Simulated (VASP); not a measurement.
# P (P4_2/mnm) in VASP: notebook

The runs below take P through single point, relaxation of cell and atoms, with PBE.

All numbers are computed with VASP 6.6.1; they aren't measurements. Logs are shortened: lines on timing, memory, paths and dates and some standing lists are left out, and cuts for length are marked.

### Step 1. The cell of the first run

The structure is tetragonal, space group P4_2/mnm (No. 136). Conventional cell: a = 3.451 Å, b = 3.451 Å, c = 6.442 Å, α = 90.00°, β = 90.00°, γ = 90.00°. Within 2.8 Å of P (site symmetry m2m) lie 4 P at 2.11 to 2.77 Å.

### Step 2. Single point, PBE

INCAR

```
SYSTEM = P
PREC = Accurate
ENCUT = 520
EDIFF = 1E-6
ISMEAR = 0
SIGMA = 0.1
LREAL = .FALSE.
LASPH = .TRUE.
NELM = 60
ALGO = Normal
ISIF = 2
LWAVE = .FALSE.
LCHARG = .FALSE.
GGA = PE
NBANDS = 18
```

KPOINTS

```
Automatic mesh
0
G
  4 4 4
  0 0 0
```

POSCAR

```
P
1.0
    3.4514335076      0.0000000000      0.0000000000
    0.0000000000      3.4514335076      0.0000000000
    0.0000000000      0.0000000000      6.4415042536
P
4
Direct
    0.7840789090      0.7840789090      0.0000000000
    0.7159210910      0.2840789090      0.5000000000
    0.2159210910      0.2159210910      0.0000000000
    0.2840789090      0.7159210910      0.5000000000
```

Potentials or basis: VASP PAW PBE potentials, release 64 (P).

Launch:

```console
$ cat potpaw_PBE.64/P/POTCAR > POTCAR
$ mpirun -np 1 vasp_std > vasp.out
```

OUTCAR:

```text
SYSTEM = P
   PREC = Accurate
   ENCUT = 520
   EDIFF = 1E-6
   ISMEAR = 0
   LREAL = .FALSE.
   LASPH = .TRUE.
   NELM = 60
   ISIF = 2
   GGA = PE

 ion  position               nearest neighbor table
   1  0.784  0.784  0.000-   3 2.11   3 2.46   3 2.46   3 2.77
   2  0.716  0.284  0.500-   4 2.11   4 2.46   4 2.46   4 2.77
   3  0.216  0.216  0.000-   1 2.11   1 2.46   1 2.46   1 2.77
   4  0.284  0.716  0.500-   2 2.11   2 2.46   2 2.46   2 2.77

  LATTYP: Found a simple tetragonal cell.
 ALAT       =     3.4514335076
 C/A-ratio  =     1.8663272056

  Lattice vectors:

 A1 = (   3.4514335076,   0.0000000000,   0.0000000000)
 A2 = (   0.0000000000,   3.4514335076,   0.0000000000)
 A3 = (   0.0000000000,   0.0000000000,   6.4415042536)

Analysis of symmetry for initial positions (statically):
=====================================================================
 Subroutine PRICEL returns:
 Original cell was already a primitive cell.

 Routine SETGRP: Setting up the symmetry group for a
 simple tetragonal supercell.

 Subroutine GETGRP returns: Found 16 space group operations
 (whereof  8 operations were pure point group operations)
 out of a pool of 16 trial point group operations.

The static configuration has the point symmetry D_2h.
 The point group associated with its full space group is D_4h.

Analysis of symmetry for dynamics (positions and initial velocities):
=====================================================================
 Subroutine PRICEL returns:
 Original cell was already a primitive cell.

 Routine SETGRP: Setting up the symmetry group for a
 simple tetragonal supercell.

 Subroutine GETGRP returns: Found 16 space group operations
 (whereof  8 operations were pure point group operations)
 out of a pool of 16 trial point group operations.

The dynamic configuration has the point symmetry D_2h.
 The point group associated with its full space group is D_4h.

 Subroutine INISYM returns: Found 16 space group operations
 (whereof  8 operations are pure point group operations),
 and found     1 'primitive' translations

----------------------------------------------------------------------------------------

                                     Primitive cell

  volume of cell :      76.7337

[... 83 lines left out ...]
   ENCUT  =  520.0 eV  38.22 Ry    6.18 a.u.   6.42  6.42 11.98*2*pi/ulx,y,z
   NELM   =     60;   NELMIN=  2; NELMDL= -5     # of ELM steps
   EDIFF  = 0.1E-05   stopping-criterion for ELM
   LREAL  =      F    real-space projection
   EDIFFG = 0.1E-04   stopping-criterion for IOM
   NSW    =      0    number of steps for IOM
   IBRION =     -1    ionic relax: 0-MD 1-quasi-New 2-CG
   NFREE  =      0    steps in history (QN), initial steepest desc. (CG)
   ISIF   =      2    stress and relaxation
   ISYM   =      2    0-nonsym 1-usesym 2-fastsym
   POTIM  = 0.5000    time-step for ionic-motion
   TEBEG  =    0.0;   TEEND  =   0.0 temperature during run
   PSTRESS=    0.0 pullay stress
   NELECT =      20.0000    total number of electrons
   NUPDOWN=      -1.0000    fix difference up-down
   EMIN   =  10.00;   EMAX   =-10.00  energy-range for DOS
   EFERMI =   0.00;   METHOD = LEGACY
   ISMEAR =     0;   SIGMA  =   0.10  broadening in eV -4-tet -1-fermi 0-gaus
   EFERMI_NEDOS =   21; number of points for ismear=-14 and -15
   IALGO  =     38    algorithm
   IMIX   =      4    mixing-type and parameters
     AMIX     =   0.40;   BMIX     =  1.00
     AMIX_MAG =   1.60;   BMIX_MAG =  1.00
  volume/ion in A,a.u.               =      19.18       129.46
  Fermi-wavevector in a.u.,A,eV,Ry     =   1.045738  1.976158 14.878884  1.093567
  Thomas-Fermi vector in A             =   2.180546
   LORBIT       =      0    0 simple, 1 ext, 2 COOP (PROOUT), +10 PAW based schemes
   GGA     = PE    functional components
   LHFCALC =     F    Hartree Fock is set to
   AEXX    =    0.0000 exact exchange contribution
   IVDW    =     0    specifies the selected vdW correction
   LEPSILON=     F    determine dielectric tensor
   LRPA    =     F    only Hartree local field effects (RPA)
 non-spin polarized calculation
 Gauss-broadening in eV      SIGMA  =   0.10
  energy-cutoff  :      520.00
  volume of cell :       76.73
 maximum number of plane-waves:      2096
 NGX is ok and might be reduce to    28
   NGX = 13   NGY = 13   NGZ = 23

 number of electron      19.9999997 magnetization

 Free energy of the ion-electron system (eV)
  ---------------------------------------------------
  ext. energy  EPLUGINS =         0.00000000
  ---------------------------------------------------
  free energy    TOTEN  =       -19.36911333 eV

  energy without entropy =      -19.36195683  energy(sigma->0) =      -19.36553508

 E-fermi :   5.6604     XC(G=0):  -9.9493

 val. band max:        5.5930363682   @ k =   0.5000   0.2500   0.5000
 cond. band min:       5.9283393229   @ k =   0.5000   0.5000   0.5000
 fundamental gap:      0.3353029547
 Fermi energy:         5.6603574878

 k-point     1 :       0.0000    0.0000    0.0000
  band No.  band energies     occupation
      1      -8.6600      2.00000
      2      -7.7049      2.00000
      3      -0.1536      2.00000
      4       1.9576      2.00000
      5       1.9576      2.00000
      6       2.1230      2.00000
[... 355 lines left out ...]
      5      -0.6835      2.00000
      6      -0.6835      2.00000
[... 10 lines left out ...]
     17      15.6565      0.00000
     18      15.6641      0.00000

------------------------ aborting loop because EDIFF is reached ----------------------------------------

  FORCE on cell =-STRESS in cart. coord.  units (eV):
  Direction    XX          YY          ZZ          XY          YZ          ZX
  --------------------------------------------------------------------------------------
  -------------------------------------------------------------------------------------
  Total       -0.1807845     -0.1807845     -0.0758031      0.0000000      0.0000000      0.0000000
  in kB       -3.7747271     -3.7747271     -1.5827460      0.0000000      0.0000000      0.0000000
  external PRESSURE =      -3.0440667 kB  Pullay stress =       0.0000000 kB

 VOLUME and BASIS-vectors are now :
 -----------------------------------------------------------------------------
  energy-cutoff  :      520.00
  volume of cell :       76.73
      direct lattice vectors                 reciprocal lattice vectors
     3.451433508  0.000000000  0.000000000     0.289734685  0.000000000  0.000000000
     0.000000000  3.451433508  0.000000000     0.000000000  0.289734685  0.000000000
     0.000000000  0.000000000  6.441504254     0.000000000  0.000000000  0.155243241

 POSITION                                       TOTAL-FORCE (eV/Angst)
 -----------------------------------------------------------------------------------
      2.70620      2.70620      0.00000         0.047748      0.047748      0.000000
      2.47095      0.98048      3.22075        -0.047748      0.047748      0.000000
      0.74524      0.74524      0.00000        -0.047748     -0.047748      0.000000
      0.98048      2.47095      3.22075         0.047748     -0.047748      0.000000
 -----------------------------------------------------------------------------------
    total drift:                               -0.000000      0.000000      0.000000

  FREE ENERGIE OF THE ION-ELECTRON SYSTEM (eV)
  ---------------------------------------------------
  free  energy   TOTEN  =       -19.3691133306 eV

  energy  without entropy=      -19.3619568302  energy(sigma->0) =      -19.36553508
```

It took 8 s on 1 thread of Intel Xeon 6975P-C (Granite Rapids), shared host; peak memory 0.17 GiB.

What came out:

| Quantity | Value |
| --- | --- |
| Free energy | -19.3691 eV |
| Pressure | -0.3 GPa |
| Largest force | 0.068 eV/Å |
| Band gap on the k mesh | zero (bands 10 and 11 overlap by 0.86 eV) |

Forces on the atoms (eV/Å):
```
P    0.048  0.048  0.000
P   -0.048  0.048  0.000
P   -0.048 -0.048  0.000
P    0.048 -0.048  0.000
```

Caveat: the k points lie up to 0.46 Å⁻¹ apart, too coarse for converged energies and pressures of a metal; this functional lacks dispersion, which binds the layers, so the pressure and a relaxed spacing across them are unreliable.

### Step 3. Single point, PBE

This run uses another cell than the first one, of 18.11 Å³/atom.

INCAR

```
  ALGO = Normal
  EDIFF = 1E-6
  ENCUT = 520
  GGA = PE
  ISIF = 2
  ISMEAR = 0
  LASPH = T
  LCHARG = F
  LREAL = F
  LWAVE = F
  NBANDS = 18
  NELM = 60
  PREC = Accurate
  SIGMA = 0.1
```

KPOINTS

```
k-points
0
Gamma
  12 12 8
```

POSCAR

```
P
1.0
    3.4530232806      0.0000000000      0.0000000000
    0.0000000000      3.4530232806      0.0000000000
    0.0000000000      0.0000000000      6.0755708366
P
4
Direct
    0.7837808642      0.7837808642      0.0000000000
    0.7162191358      0.2837808642      0.5000000000
    0.2162191358      0.2162191358      0.0000000000
    0.2837808642      0.7162191358      0.5000000000
```

Potentials or basis: VASP PAW PBE potentials, release 64 (P).

Launch:

```console
$ cat potpaw_PBE.64/P/POTCAR > POTCAR
$ mpirun -np 1 vasp_std > vasp.out
```

Wall time 48 s (1 thread of Intel Xeon 6975P-C (Granite Rapids), shared host); peak memory 0.26 GiB.

Results (log left out):

- Free energy: -19.2478 eV
- Pressure: -0.2 GPa
- Largest force: 0.064 eV/Å
- Band gap on the k mesh: zero (bands 10 and 11 overlap by 1.64 eV)

Forces in eV/Å, atoms in the order of the input:
```
P    0.045  0.045  0.000
P   -0.045  0.045  0.000
P   -0.045 -0.045  0.000
P    0.045 -0.045  0.000
```

Stress tensor (GPa, compression positive):
```
-0.27  0.00  0.00
 0.00 -0.27  0.00
 0.00  0.00 -0.06
```

Levels at points of the mesh, in eV from the Fermi level:
```
           k point  band 8  band 9  band 10  band 11  band 12  band 13
(0.00, 0.00, 0.00)   -3.25   -2.55    -0.64     2.06     2.06     2.92
(0.50, 0.00, 0.00)   -1.94    0.13     0.13     1.54     1.54     1.58
(0.50, 0.50, 0.00)   -5.61   -1.42    -1.42    -0.93    -0.93     7.05
(0.00, 0.00, 0.50)   -3.32   -3.10    -3.10     1.33     1.33     3.91
(0.50, 0.00, 0.50)   -1.95   -0.69    -0.69     0.06     0.06     1.93
(0.50, 0.50, 0.50)   -5.91   -0.46    -0.46     0.09     0.09     4.52
```

Caveat: this functional lacks dispersion, which binds the layers, so the pressure and a relaxed spacing across them are unreliable.

### Step 4. Relaxation of cell and atoms, PBE

INCAR

```
PREC = Accurate
ENCUT = 600
EDIFF = 1E-6
ISMEAR = 0
SIGMA = 0.1
LREAL = False
LASPH = True
NELM = 60
ALGO = Normal
ISIF = 3
LWAVE = False
LCHARG = False
GGA = PE
IBRION = 2
NSW = 80
EDIFFG = -0.01
```

KPOINTS

```
Automatic mesh
0
Gamma
  12 12 8
```

POSCAR

```
P
1.0
    3.4514335076      0.0000000000      0.0000000000
    0.0000000000      3.4514335076      0.0000000000
    0.0000000000      0.0000000000      6.4415042536
P
4
Direct
    0.7840789090      0.7840789090      0.0000000000
    0.7159210910      0.2840789090      0.5000000000
    0.2159210910      0.2159210910      0.0000000000
    0.2840789090      0.7159210910      0.5000000000
```

Launch:

```console
$ cat potpaw_PBE.64/P/POTCAR > POTCAR
$ mpirun -np 1 vasp_std > vasp.out
```

It took 10 min on 1 thread of Intel Xeon 6975P-C (Granite Rapids), shared host; peak memory 0.29 GiB.

It converged, with:

```
Free energy                           : -19.2501 eV
Relaxed volume                        : 18.05 Å³/atom
Relaxed cell                          : a = 3.490 Å, b = 3.490 Å, c = 5.928 Å, α = 90.00°, β = 90.00°, γ = 90.00°
Space group after relaxing (to 0.1 Å) : P4_2/mnm (No. 136)
Energy gained by relaxing             : 2.2 meV/atom
Ionic steps                           : 26
Pressure after relaxing               : 0.0 GPa
Largest force after relaxing          : 0.007 eV/Å
Band gap on the k mesh                : zero (bands 10 and 11 overlap by 1.72 eV)
```

Forces in eV/Å, atoms in the order of the input:
```
P    0.005  0.005  0.000
P   -0.005  0.005  0.000
P   -0.005 -0.005  0.000
P    0.005 -0.005  0.000
```

The path:
```
step  energy change (eV)  largest force (eV/Å)  pressure (GPa)  volume (Å³)
   1              0.0000                0.0762           -0.66        76.73
   2              0.0006                0.1562            0.59        75.86
   3             -0.0011                0.0262           -0.11        76.34
   4             -0.0017                0.0208           -0.09        76.10
   5             -0.0031                0.0062           -0.04        75.40
   6             -0.0047                0.0205            0.08        74.01
   7             -0.0049                0.0333            0.16        73.33
   8             -0.0057                0.0609           -0.08        73.22
   9             -0.0061                0.1074           -0.42        73.04
  10             -0.0063                0.1017           -0.40        72.99
  11             -0.0068                0.0842           -0.33        72.81
  12             -0.0076                0.0501           -0.16        72.46
  13             -0.0079                0.0123            0.29        71.76
  14             -0.0079                0.0013            0.18        71.91
  15             -0.0080                0.0076            0.16        71.91
  16             -0.0082                0.0259            0.06        71.91
  17             -0.0083                0.0572           -0.14        71.91
  18             -0.0083                0.0421           -0.02        71.91
  19             -0.0083                0.0469           -0.05        71.91
  20             -0.0084                0.0427           -0.04        71.91
  21             -0.0084                0.0341           -0.03        71.89
  22             -0.0085                0.0251            0.01        71.89
  23             -0.0085                0.0036            0.12        71.88
  24             -0.0086                0.0040            0.12        71.91
  25             -0.0086                0.0048            0.08        72.01
  26             -0.0087                0.0068            0.03        72.22
```

Final structure:
```
P
1.0
     3.49037    0.00000    0.00000
     0.00000    3.49037    0.00000
     0.00000    0.00000    5.92791
P
4
Cartesian
  2.7482 2.7482 0.0000
  2.4873 1.0030 2.9640
  0.7422 0.7422 0.0000
  1.0030 2.4873 2.9640
```

Levels at points of the mesh, in eV from the Fermi level:
```csv
k point,band 7,band 8,band 9,band 10,band 11,band 12,band 13,band 14
"(0.00, 0.00, 0.00)",-3.54,-3.25,-2.37,-0.29,1.90,1.90,2.72,2.72
"(0.50, 0.00, 0.00)",-2.10,-2.10,-0.02,-0.02,1.47,1.47,1.81,1.81
"(0.50, 0.50, 0.00)",-5.37,-5.37,-1.60,-1.60,-1.03,-1.03,7.46,7.46
"(0.00, 0.00, 0.50)",-3.19,-3.19,-3.03,-3.03,1.06,1.06,3.85,3.85
"(0.50, 0.00, 0.50)",-2.04,-2.04,-0.56,-0.56,-0.10,-0.10,1.82,1.82
"(0.50, 0.50, 0.50)",-5.77,-5.77,-0.46,-0.46,0.19,0.19,4.63,4.63
```

Caveat: this functional lacks dispersion, which binds the layers, so the pressure and a relaxed spacing across them are unreliable.

### Step 5. Overview

```tsv
task	cell	k mesh	cutoff (eV)	gap on the mesh (eV)	pressure (GPa)	largest force (eV/Å)
single point	a = 3.451, b = 3.451, c = 6.442 Å, 4 atoms	4 × 4 × 4	520	none	-0.3	0.07
single point	a = 3.453, b = 3.453, c = 6.076 Å, 4 atoms	12 × 12 × 8	520	none	-0.2	0.06
relaxation of cell and atoms	relaxed from a = 3.451, b = 3.451, c = 6.442 Å, 4 atoms	12 × 12 × 8	600	none	0.0	0.01
```

Alike in all rows: level PBE; potentials or basis VASP PAW PBE potentials, release 64 (P); no spin polarisation; smearing gaussian 0.1 eV.

Caveats: some runs use coarse meshes; this functional lacks dispersion, which binds the layers, so the pressure and a relaxed spacing across them are unreliable.

Total energies depend on the potentials used, so only differences within one code and one set of settings carry meaning.
